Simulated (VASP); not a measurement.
# Pt in VASP: further runs, part 2 of 2

VASP 6.6.1. Earlier steps stand in the parts before.

### 3 Single point, PBE

INCAR reads:

```
ALGO = Normal ; DIPOL = 0.5 0.5 0.500
EDIFF = 1E-6 ; ENCUT = 520
GGA = PE ; IDIPOL = 3
ISIF = 2 ; ISMEAR = 0
LASPH = True ; LCHARG = False
LDIPOL = True ; LREAL = False
LWAVE = False ; NBANDS = 11
NELM = 60 ; PREC = Accurate
SIGMA = 0.1
```

KPOINTS reads:

```
k-points
0
Gamma
  6 6 1
```

POSCAR reads:

```
Pt
1.0
    2.6516260000      0.0000000000      0.0000000000
    0.0000000000      2.6516260000      0.0000000000
    0.0000000000      0.0000000000     14.0000000000
Pt
1
Direct
    0.0000000000      0.0000000000      0.5000000000
```

Potentials or basis: VASP PAW PBE potentials, release 64 (Pt).

Started as:

```
> cat potpaw_PBE.64/Pt/POTCAR > POTCAR
> mpirun -np 1 vasp_std > vasp.out
```

OUTCAR:

```text
EDIFF = 1E-6
   ENCUT = 520
   GGA = PE
   ISIF = 2
   ISMEAR = 0
   LASPH = True
   LREAL = False
   NELM = 60
   PREC = Accurate

 ion  position               nearest neighbor table
   1  0.000  0.000  0.500-

  LATTYP: Found a simple tetragonal cell.
 ALAT       =     2.6516260000
 C/A-ratio  =     5.2797792751

  Lattice vectors:

 A1 = (   2.6516260000,   0.0000000000,   0.0000000000)
 A2 = (   0.0000000000,   2.6516260000,   0.0000000000)
 A3 = (   0.0000000000,   0.0000000000,  14.0000000000)

Analysis of symmetry for initial positions (statically):
=====================================================================
 Subroutine PRICEL returns:
 Original cell was already a primitive cell.

 Routine SETGRP: Setting up the symmetry group for a
 simple tetragonal supercell.

 Subroutine GETGRP returns: Found 16 space group operations
 (whereof 16 operations were pure point group operations)
 out of a pool of 16 trial point group operations.

The static configuration has the point symmetry D_4h.

[... 157 lines left out ...]
      1      -9.7023      2.00000
      2      -8.4283      2.00000
      3      -5.4189      2.00000
      4      -3.7167      1.72230
      5      -3.7167      1.72230
      6      -3.0320      0.00000
      7      -1.4726      0.00000
      8       2.2621      0.00000
      9       3.2673      0.00000
     10       3.8961      0.00000
     11       6.7109      0.00000
[... 113 lines left out ...]
 k-point    10 :       0.5000    0.5000    0.0000
  band No.  band energies     occupation
      1      -8.3646      2.00000
      2      -5.9891      2.00000
      3      -5.9891      2.00000
      4      -3.8528      1.99739
      5      -1.5072      0.00000
      6       3.5485      0.00000
      7       3.5485      0.00000
      8       7.0095      0.00000
      9       8.9429      0.00000
     10       9.0983      0.00000
     11      10.4337      0.00000

------------------------ aborting loop because EDIFF is reached ----------------------------------------

 vacuum level on the upper side and lower side of the slab       (xc-potential included)        -0.012        -0.012

  FORCE on cell =-STRESS in cart. coord.  units (eV):
  Direction    XX          YY          ZZ          XY          YZ          ZX
  --------------------------------------------------------------------------------------
  -------------------------------------------------------------------------------------
  Total       -2.7951418     -2.7951418     -0.0126676      0.0000000      0.0000000      0.0000000
  in kB      -45.4948095    -45.4948095     -0.2061825      0.0000000      0.0000000      0.0000000
  external PRESSURE =     -30.3986005 kB  Pullay stress =       0.0000000 kB

 VOLUME and BASIS-vectors are now :
 -----------------------------------------------------------------------------
  energy-cutoff  :      520.00
  volume of cell :       98.44
      direct lattice vectors                 reciprocal lattice vectors
     2.651626000  0.000000000  0.000000000     0.377127091  0.000000000  0.000000000
     0.000000000  2.651626000  0.000000000     0.000000000  0.377127091  0.000000000
     0.000000000  0.000000000 14.000000000     0.000000000  0.000000000  0.071428571

 POSITION                                       TOTAL-FORCE (eV/Angst)
 -----------------------------------------------------------------------------------
      0.00000      0.00000      7.00000         0.000000      0.000000      0.000000
 -----------------------------------------------------------------------------------
    total drift:                                0.000000      0.000000      0.000000

  FREE ENERGIE OF THE ION-ELECTRON SYSTEM (eV)
  ---------------------------------------------------
  free  energy   TOTEN  =        -4.4989126207 eV

  energy  without entropy=       -4.4722663012  energy(sigma->0) =       -4.48558946

 vacuum level on the upper side and lower side of the slab         2.589         2.589
```

OSZICAR:

```text
N       E                     dE             d eps       ncg     rms          rms(c)
DAV:   1     0.501293524080E+02    0.50129E+02   -0.38042E+03   220   0.685E+02
DAV:   2    -0.261049561063E+01   -0.52740E+02   -0.47915E+02   287   0.125E+02
DAV:   3    -0.482976411186E+01   -0.22193E+01   -0.21629E+01   272   0.274E+01
DAV:   4    -0.484463507185E+01   -0.14871E-01   -0.14137E-01   234   0.254E+00
DAV:   5    -0.484493906485E+01   -0.30399E-03   -0.30398E-03   264   0.367E-01    0.566E+00
DAV:   6    -0.452476178906E+01    0.32018E+00   -0.12309E+00   226   0.769E+00    0.350E+00
DAV:   7    -0.450253962021E+01    0.22222E-01   -0.33986E-02   226   0.950E-01    0.193E+00
DAV:   8    -0.450021167001E+01    0.23280E-02   -0.13915E-02   229   0.768E-01    0.516E-01
DAV:   9    -0.449971949780E+01    0.49217E-03   -0.18168E-02   223   0.788E-01    0.312E-01
DAV:  10    -0.449889557431E+01    0.82392E-03   -0.30668E-03   229   0.351E-01    0.155E-02
DAV:  11    -0.449890523841E+01   -0.96641E-05   -0.20006E-05   220   0.305E-02    0.888E-03
DAV:  12    -0.449891019427E+01   -0.49559E-05   -0.60280E-06   234   0.137E-02    0.381E-03
DAV:  13    -0.449891149236E+01   -0.12981E-05   -0.30740E-07   229   0.415E-03    0.975E-04
DAV:  14    -0.449891253754E+01   -0.10452E-05   -0.18683E-07   226   0.206E-03    0.475E-04
DAV:  15    -0.449891262072E+01   -0.83177E-07   -0.24910E-08   221   0.715E-04
   1 F= -.44989126E+01 E0= -.44855895E+01  d E =-.266463E-01
```

Wall time 5 s (1 thread of AMD EPYC 9R45 (Zen 5), shared host); peak memory 0.16 GiB.

What came out:

```
Free energy            : -4.4989 eV
Band gap on the k mesh : zero (bands 5 and 6 overlap by 2.61 eV)
```

Levels at points of the mesh, in eV from the Fermi level:
| k point | band 1 | band 2 | band 3 | band 4 | band 5 | band 6 | band 7 | band 8 | band 9 | band 10 |
| --- | --- | --- | --- | --- | --- | --- | --- | --- | --- | --- |
| (0.00, 0.00, 0.00) | -6.06 | -4.79 | -1.78 | -0.08 | -0.08 | 0.61 | 2.17 | 5.90 | 6.91 | 7.54 |
| (0.50, 0.00, 0.00) | -4.41 | -3.07 | -1.30 | -0.75 | 0.21 | 2.08 | 5.21 | 7.22 | 10.35 | 10.84 |
| (0.50, 0.50, 0.00) | -4.72 | -2.35 | -2.35 | -0.21 | 2.13 | 7.19 | 7.19 | 10.65 | 12.58 | 12.74 |

Caveat: the k points lie up to 0.39 Å⁻¹ apart, too coarse for converged energies and pressures of a metal; spin-orbit coupling is left out, which moves the levels of the heavy elements.
